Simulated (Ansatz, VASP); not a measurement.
## Two plane-wave programs on Hg

```
CELL_PARAMETERS angstrom
1.74498 1.02477 2.23400
-1.71502 0.97287 2.23400
-0.02996 -1.99763 2.23400
ATOMIC_POSITIONS crystal
Hg 0.00000 0.00000 0.00000
```

Change from the starting cell: strain +0.0300 x Voigt [0, 0, 0, 0, 0, 1], atoms carried along.

Alike in both runs: task single point; functional LDA; k mesh 18 × 18 × 18; occupations gaussian, width 0.15 eV; no spin polarisation.

|  | VASP | Ansatz |
| --- | --- | --- |
| version | VASP 6.6.1 | Ansatz 0.2.0 |
| potentials or method | VASP PAW LDA potentials, release 64 (Hg), cutoff 520 eV | scalar-relativistic, plane waves, PAW |
| valence electrons in the cell | 12 | 20 |

Ansatz gave:

| Item | Value |
| --- | --- |
| gap on the k mesh at the Fermi level (eV) | none |
| pressure (GPa) | -1.7 |
| traceless stress, the component that is largest in VASP (GPa) | -1.03 |

Which values does VASP return?

gap on the k mesh at the Fermi level (eV): none; pressure (GPa): -1.2; traceless stress, the component that is largest in VASP (GPa): -0.74.

LDA's correlation is that of Perdew and Zunger in VASP and of Perdew and Wang (1992) in Ansatz. A gap of «none» marks a metal or a gap that the smearing closes. VASP's potentials hold 12 valence electrons a cell and Ansatz's 20, so a difference there can come from the potentials and not from the codes.

Neither program's run includes spin-orbit coupling.
